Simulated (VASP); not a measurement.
**Hf: single point with PBE+D3(BJ)**

Hf:

```
Hf
1.0
    -1.75366    1.75366    1.75366
     1.75366   -1.75366    1.75366
     1.75366    1.75366   -1.75366
Hf
1
Cartesian
  0.0000 0.0000 0.0000
```

* Program: VASP 6.6.1
* Task: single point
* Functional: PBE
* Dispersion: D3(BJ)
* Potentials or basis: VASP PAW PBE potentials, release 64 (Hf_pv)
* Cutoff: 520 eV
* k mesh: 10 × 10 × 10
* Occupations: fermi-dirac, width 0.05 eV
* Spin: no spin polarisation
* Dipole correction: no
* Further INCAR settings: ALGO = Normal; EDIFF = 1e-06; NBANDS = 11

- Pressure: -0.3 GPa
- Band gap on the k mesh: zero (band 5 reaches 6.38 eV, above the bottom of band 6 at 4.04 eV)
- Dispersion energy per atom: -0.467 eV

Levels at points of the mesh, in eV from the Fermi level:
```
           k point  band 3  band 4  band 5  band 6  band 7  band 8
(0.00, 0.00, 0.00)  -29.71   -7.17    1.54    1.54    1.54    4.43
(0.50, 0.00, 0.00)  -29.71   -3.50   -0.57    1.19    4.28    5.32
(0.50, 0.50, 0.50)  -30.35   -2.75   -2.75    7.04    7.04    7.04
```

It took 8.5 s on 1 thread of Intel Xeon 8259CL, with other jobs on the host, peak memory 0.15 GiB.

Caveat: spin-orbit coupling is left out, which moves the levels of the heavy elements; pairwise dispersion overbinds metals, which lowers pressure and volume.
